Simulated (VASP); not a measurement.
# TiSi2 (Amm2) in VASP: single point with PBEsol

Aim: the single point of TiSi2 with PBEsol.

All numbers are computed with VASP 6.6.1; they aren't measurements. Logs are shortened: lines on timing, memory, paths and dates and some standing lists are left out, and cuts for length are marked.

### 1 The cell of the first run

Symmetry: Amm2, No. 38, orthorhombic system. The conventional cell has a = 3.556 Å, b = 3.517 Å, c = 13.348 Å, α = 90.00°, β = 90.00°, γ = 90.00°. Ti (site symmetry mm2) has 10 Si at 2.36 to 3.12 Å and 2 Ti at 2.78 Å within 3.2 Å. Ti (site symmetry mm2) has 10 Si at 2.56 to 2.79 Å and 6 Ti at 2.78 to 3.56 Å within 3.6 Å. Within 3.2 Å of Si (site symmetry mm2) lie 6 Ti at 2.36 to 2.56 Å and 6 Si at 2.39 to 3.10 Å. Si (site symmetry mm2) has 6 Si at 2.39 to 3.10 Å and 6 Ti at 2.50 to 2.79 Å within 3.2 Å. Si (site symmetry mm2) has 8 Si at 2.50 to 3.10 Å and 4 Ti at 2.65 to 3.12 Å within 3.3 Å. Si (site symmetry mm2) has 8 Si at 2.50 to 3.10 Å and 4 Ti at 2.64 to 3.12 Å within 3.3 Å.

### 2 Single point, PBEsol (atom 1 (Ti) moved by (+0.000, -0.600) A along x and y)

Contents of INCAR:

```
SYSTEM = TiSi2
  PREC = Accurate
  ENCUT = 520
  EDIFF = 1E-6
  ISMEAR = 0
  SIGMA = 0.15
  LREAL = .FALSE.
  LASPH = .TRUE.
  NELM = 80
  ALGO = Normal
  ISIF = 2
  LWAVE = .FALSE.
  LCHARG = .FALSE.
  GGA = PS
  NBANDS = 29
```

Contents of KPOINTS:

```
Automatic mesh
0
G
  14 14 14
  0 0 0
```

Contents of POSCAR:

```
TiSi2
1.0
    1.7585247991     -6.6741239440      0.0000000000
    1.7585247991      6.6741239440      0.0000000000
    0.0000000000      0.0000000000      3.5556151821
Ti Si
2 4
Direct
    0.9424669776      0.0575330224      0.7500000000
    0.1024827420      0.8975172580      0.2500000000
    0.5599863191      0.4400136809      0.7500000000
    0.4400136809      0.5599863191      0.2500000000
    0.2497198029      0.7502801971      0.7500000000
    0.7502801971      0.2497198029      0.2500000000
```

Potentials or basis: VASP PAW PBE potentials, release 64 (Ti_sv, Si).

The run is started by

```sh
$ cat potpaw_PBE.64/Ti_sv/POTCAR potpaw_PBE.64/Si/POTCAR > POTCAR
$ mpirun -np 1 vasp_std > vasp.out
```

OUTCAR:

```text
SYSTEM = TiSi2
   PREC = Accurate
   ENCUT = 520
   EDIFF = 1E-6
   ISMEAR = 0
   LREAL = .FALSE.
   LASPH = .TRUE.
   NELM = 80
   ISIF = 2
   GGA = PS

 ion  position               nearest neighbor table
   1  0.942  0.058  0.750-   3 2.36   3 2.36   4 2.50   4 2.50   4 2.50   4 2.50   2 2.78   2 2.78

   2  0.102  0.898  0.250-   3 2.56   3 2.56   3 2.56   3 2.56   6 2.64   6 2.64   5 2.65   5 2.65
                             1 2.78   1 2.78   4 2.79   4 2.79
   3  0.560  0.440  0.750-   1 2.36   1 2.36   4 2.39   4 2.39   2 2.56   2 2.56   2 2.56   2 2.56
                             5 3.08   5 3.08   6 3.10   6 3.10
   4  0.440  0.560  0.250-   3 2.39   3 2.39   1 2.50   1 2.50   1 2.50   1 2.50   2 2.79   2 2.79
                             6 3.08   6 3.08   5 3.10   5 3.10
   5  0.250  0.750  0.750-   6 2.50   6 2.50   6 2.50   6 2.50   2 2.65   2 2.65   3 3.08   3 3.08
                             4 3.10   4 3.10
   6  0.750  0.250  0.250-   5 2.50   5 2.50   5 2.50   5 2.50   2 2.64   2 2.64   4 3.08   4 3.08
                             3 3.10   3 3.10

  LATTYP: Found a base centered orthorhombic cell.
 ALAT       =     3.5170495982
 B/A-ratio  =     3.7952970282
 C/A-ratio  =     1.0109653227

  Lattice vectors:

 A1 = (   1.7585247991,  -6.6741239440,   0.0000000000)
 A2 = (   1.7585247991,   6.6741239440,   0.0000000000)
 A3 = (   0.0000000000,   0.0000000000,   3.5556151821)

Analysis of symmetry for initial positions (statically):
=====================================================================
 Subroutine PRICEL returns:
 Original cell was already a primitive cell.

 Routine SETGRP: Setting up the symmetry group for a
 base centered orthorhombic supercell.

 Subroutine GETGRP returns: Found  4 space group operations
 (whereof  2 operations were pure point group operations)
 out of a pool of  8 trial point group operations.

The static configuration has the point symmetry C_1h.
 The point group associated with its full space group is C_2v.

Analysis of symmetry for dynamics (positions and initial velocities):
=====================================================================
 Subroutine PRICEL returns:
 Original cell was already a primitive cell.

 Routine SETGRP: Setting up the symmetry group for a
 base centered orthorhombic supercell.

 Subroutine GETGRP returns: Found  4 space group operations
 (whereof  2 operations were pure point group operations)
 out of a pool of  8 trial point group operations.

The dynamic configuration has the point symmetry C_1h.
 The point group associated with its full space group is C_2v.

 Subroutine INISYM returns: Found  4 space group operations
 (whereof  2 operations are pure point group operations),
 and found     1 'primitive' translations

----------------------------------------------------------------------------------------

                                     Primitive cell

  volume of cell :      83.4618

  direct lattice vectors                    reciprocal lattice vectors
     1.758524799 -6.674123944  0.000000000     0.284329229 -0.074916199  0.000000000
     1.758524799  6.674123944  0.000000000     0.284329229  0.074916199  0.000000000
     0.000000000  0.000000000  3.555615182     0.000000000  0.000000000  0.281245284

  length of vectors
     6.901908424  6.901908424  3.555615182     0.294033242  0.294033242  0.281245284

  position of ions in fractional coordinates (direct lattice)
     0.942466978  0.057533022  0.750000000
     0.102482742  0.897517258  0.250000000
     0.559986319  0.440013681  0.750000000
     0.440013681  0.559986319  0.250000000
     0.249719803  0.750280197  0.750000000
     0.750280197  0.249719803  0.250000000

  ion indices of the primitive-cell ions
   primitive index   ion index
                 1           1
                 2           2
                 3           3
                 4           4
                 5           5
                 6           6

----------------------------------------------------------------------------------------

 KPOINTS: Automatic mesh

Automatic generation of k-mesh.
 Grid dimensions read from file:
 generate k-points for:   14   14   14

 Generating k-lattice:

  Cartesian coordinates                     Fractional coordinates (reciprocal lattice)
     0.020309231 -0.005351157  0.000000000     0.071428571  0.000000000  0.000000000
     0.020309231  0.005351157  0.000000000     0.000000000  0.071428571  0.000000000
     0.000000000  0.000000000  0.020088949     0.000000000  0.000000000  0.071428571

  Length of vectors
     0.021002374  0.021002374  0.020088949

  Shift w.r.t. Gamma in fractional coordinates (k-lattice)
     0.000000000  0.000000000  0.000000000

 Subroutine IBZKPT returns following result:
 ===========================================

 Found    456 irreducible k-points:

 Following reciprocal coordinates:
            Coordinates               Weight
  0.000000  0.000000  0.000000      1.000000
  0.071429  0.000000  0.000000      4.000000
  0.142857 -0.000000  0.000000      4.000000
  0.214286 -0.000000  0.000000      4.000000
  0.285714 -0.000000  0.000000      4.000000
  0.357143 -0.000000  0.000000      4.000000
[... 16 lines left out ...]
  0.214286  0.142857  0.000000      4.000000
  0.285714  0.142857  0.000000      4.000000
 [... further k-points ...]
   k-points           NKPTS =    456   k-points in BZ     NKDIM =    456   number of bands    NBANDS=     29
   number of dos      NEDOS =    301   number of ions     NIONS =      6
   total plane-waves  NPLWV =  81648
   dimension x,y,z NGX =    54 NGY =   54 NGZ =   28
   dimension x,y,z NGXF=   108 NGYF=  108 NGZF=   56
   ions per type =               2   4
   NGX,Y,Z   is equivalent  to a cutoff of  13.01, 13.01, 13.09 a.u.
   NGXF,Y,Z  is equivalent  to a cutoff of  26.01, 26.01, 26.18 a.u.
 SYSTEM =  TiSi2
   PREC   = accura    normal or accurate (medium, high low for compatibility)
   ISTART =      0    job   : 0-new  1-cont  2-samecut
   ICHARG =      2    charge: 1-file 2-atom 10-const
   ISPIN  =      1    spin polarized calculation?
   LNONCOLLINEAR =      F non collinear calculations
   LSORBIT =      F    spin-orbit coupling
   LASPH  =      T    aspherical Exc in radial PAW
   ENCUT  =  520.0 eV  38.22 Ry    6.18 a.u.  12.83 12.83  6.61*2*pi/ulx,y,z
   NELM   =     80;   NELMIN=  2; NELMDL= -5     # of ELM steps
   EDIFF  = 0.1E-05   stopping-criterion for ELM
   LREAL  =      F    real-space projection
   EDIFFG = 0.1E-04   stopping-criterion for IOM
   NSW    =      0    number of steps for IOM
   IBRION =     -1    ionic relax: 0-MD 1-quasi-New 2-CG
   NFREE  =      0    steps in history (QN), initial steepest desc. (CG)
   ISIF   =      2    stress and relaxation
   ISYM   =      2    0-nonsym 1-usesym 2-fastsym
   POTIM  = 0.5000    time-step for ionic-motion
   TEBEG  =    0.0;   TEEND  =   0.0 temperature during run
   PSTRESS=    0.0 pullay stress
   NELECT =      40.0000    total number of electrons
   NUPDOWN=      -1.0000    fix difference up-down
   EMIN   =  10.00;   EMAX   =-10.00  energy-range for DOS
   EFERMI =   0.00;   METHOD = LEGACY
   ISMEAR =     0;   SIGMA  =   0.15  broadening in eV -4-tet -1-fermi 0-gaus
   EFERMI_NEDOS =   21; number of points for ismear=-14 and -15
   IALGO  =     38    algorithm
   IMIX   =      4    mixing-type and parameters
     AMIX     =   0.40;   BMIX     =  1.00
     AMIX_MAG =   1.60;   BMIX_MAG =  1.00
  volume/ion in A,a.u.               =      13.91        93.87
  Fermi-wavevector in a.u.,A,eV,Ry     =   1.281147  2.421017 22.331757  1.641338
  Thomas-Fermi vector in A             =   2.413534
   LORBIT       =      0    0 simple, 1 ext, 2 COOP (PROOUT), +10 PAW based schemes
   GGA     = PS    functional components
   LHFCALC =     F    Hartree Fock is set to
   AEXX    =    0.0000 exact exchange contribution
   IVDW    =     0    specifies the selected vdW correction
   LEPSILON=     F    determine dielectric tensor
   LRPA    =     F    only Hartree local field effects (RPA)
 non-spin polarized calculation
 Gauss-broadening in eV      SIGMA  =   0.15
  energy-cutoff  :      520.00
  volume of cell :       83.46
 maximum number of plane-waves:      2283
 NGX is ok and might be reduce to    54
   NGX = 25   NGY = 25   NGZ = 13

 number of electron      40.0000004 magnetization

 Free energy of the ion-electron system (eV)
  ---------------------------------------------------
  ext. energy  EPLUGINS =         0.00000000
  ---------------------------------------------------
  free energy    TOTEN  =       -41.69181121 eV

  energy without entropy =      -41.66369038  energy(sigma->0) =      -41.67775079

 E-fermi :  10.7824     XC(G=0): -11.7909

 val. band max:       10.7795308722   @ k =  -0.4286   0.2143   0.0000
 cond. band min:      10.7838264535   @ k =  -0.2143   0.0714   0.2143
 fundamental gap:      0.0042955813
 Fermi energy:        10.7823927401

 k-point     1 :       0.0000    0.0000    0.0000
  band No.  band energies     occupation
      1     -45.7655      2.00000
      2     -45.6782      2.00000
      3     -22.3493      2.00000
      4     -22.2510      2.00000
      5     -22.2098      2.00000
      6     -22.1182      2.00000
[... 21 lines left out ...]
     28      13.3750      0.00000
     29      14.5827      0.00000

 k-point     2 :       0.0714    0.0000    0.0000
  band No.  band energies     occupation
      1     -45.7652      2.00000
      2     -45.6780      2.00000
      3     -22.3486      2.00000
      4     -22.2506      2.00000
      5     -22.2148      2.00000
      6     -22.1219      2.00000
[... 21 lines left out ...]
     28      13.4822      0.00000
     29      14.2041      0.00000

 k-point     3 :       0.1429   -0.0000    0.0000
  band No.  band energies     occupation
      1     -45.7645      2.00000
      2     -45.6773      2.00000
      3     -22.3468      2.00000
      4     -22.2494      2.00000
      5     -22.2288      2.00000
      6     -22.1323      2.00000
[... 638 lines left out ...]
      5     -22.2440      2.00000
      6     -22.1786      2.00000
[... 21 lines left out ...]
     28      14.0254      0.00000
     29      14.0865      0.00000

 k-point    24 :       0.2857    0.1429    0.0000
  band No.  band energies     occupation
      1     -45.7604      2.00000
      2     -45.6736      2.00000
      3     -22.3365      2.00000
      4     -22.3056      2.00000
      5     -22.2428      2.00000
      6     -22.1888      2.00000
[... 21 lines left out ...]
     28      13.5295      0.00000
     29      13.8928      0.00000

 [... further k-points ...]

------------------------ aborting loop because EDIFF is reached ----------------------------------------

  FORCE on cell =-STRESS in cart. coord.  units (eV):
  Direction    XX          YY          ZZ          XY          YZ          ZX
  --------------------------------------------------------------------------------------
  -------------------------------------------------------------------------------------
  Total        7.3786906      2.7134015      2.5686495      0.0000000      0.0000000      0.0000000
  in kB      141.6453667     52.0879344     49.3091954      0.0000000      0.0000000      0.0000000
  external PRESSURE =      81.0141655 kB  Pullay stress =       0.0000000 kB

 VOLUME and BASIS-vectors are now :
 -----------------------------------------------------------------------------
  energy-cutoff  :      520.00
  volume of cell :       83.46
      direct lattice vectors                 reciprocal lattice vectors
     1.758524799 -6.674123944  0.000000000     0.284329229 -0.074916199  0.000000000
     1.758524799  6.674123944  0.000000000     0.284329229  0.074916199  0.000000000
     0.000000000  0.000000000  3.555615182     0.000000000  0.000000000  0.281245284

 POSITION                                       TOTAL-FORCE (eV/Angst)
 -----------------------------------------------------------------------------------
      1.75852     -5.90616      2.66671         0.000000      6.224618      0.000000
      1.75852      5.30616      0.88890         0.000000     -2.236721      0.000000
      1.75852     -0.80071      2.66671         0.000000     -2.539566      0.000000
      1.75852      0.80071      0.88890         0.000000      0.059587      0.000000
      1.75852      3.34080      2.66671         0.000000     -0.776710      0.000000
      1.75852     -3.34080      0.88890         0.000000     -0.731209      0.000000
 -----------------------------------------------------------------------------------
    total drift:                                0.000000     -0.001054      0.000000

  FREE ENERGIE OF THE ION-ELECTRON SYSTEM (eV)
  ---------------------------------------------------
  free  energy   TOTEN  =       -41.6918112094 eV

  energy  without entropy=      -41.6636903764  energy(sigma->0) =      -41.67775079
```

It took 21 min on 1 thread of AMD EPYC 9R45 (Zen 5), shared host; peak memory 0.91 GiB.

What came out:

```yaml
Free_energy: -41.6918 eV
Pressure: 8.1 GPa
Largest_force: 6.225 eV/Å
Band_gap_on_the_k_mesh: zero (bands 20 and 21 overlap by 1.05 eV)
```

Forces on the atoms (eV/Å):
```
Ti   0.000  6.225  0.000
Ti   0.000 -2.237  0.000
Si   0.000 -2.540  0.000
Si   0.000  0.060  0.000
Si   0.000 -0.777  0.000
Si   0.000 -0.731  0.000
```

Levels at points of the mesh, in eV from the Fermi level:
```
           k point  band 16  band 17  band 18  band 19  band 20  band 21  band 22  band 23  band 24  band 25
(0.00, 0.00, 0.00)    -2.72    -2.51    -2.45    -1.27    -0.22     0.26     0.71     0.90     1.02     1.32
(0.50, 0.00, 0.00)    -3.20    -1.52    -1.03    -0.52     0.04     0.26     0.58     1.19     1.24     1.57
(0.50, 0.50, 0.00)    -2.85    -2.64    -2.36    -0.78    -0.24     0.00     0.13     0.54     1.06     2.06
(0.00, 0.00, 0.50)    -2.81    -2.10    -1.69    -0.35     0.68     0.97     1.03     1.30     1.87     1.90
(0.50, 0.00, 0.50)    -3.98    -3.17    -2.76    -2.38    -2.29     0.74     0.83     1.24     1.60     1.77
(0.50, 0.50, 0.50)    -3.08    -2.70    -2.69    -0.89    -0.32     0.56     1.13     1.29     1.50     2.00
```

Caveat: the cell differs from its parent crystal (atom 1 (Ti) moved by (+0.000, -0.600) A along x and y); the stress differs along the axes, from 5 to 14 GPa; the PAW data sets were made with another functional, which shifts forces and pressure a little.
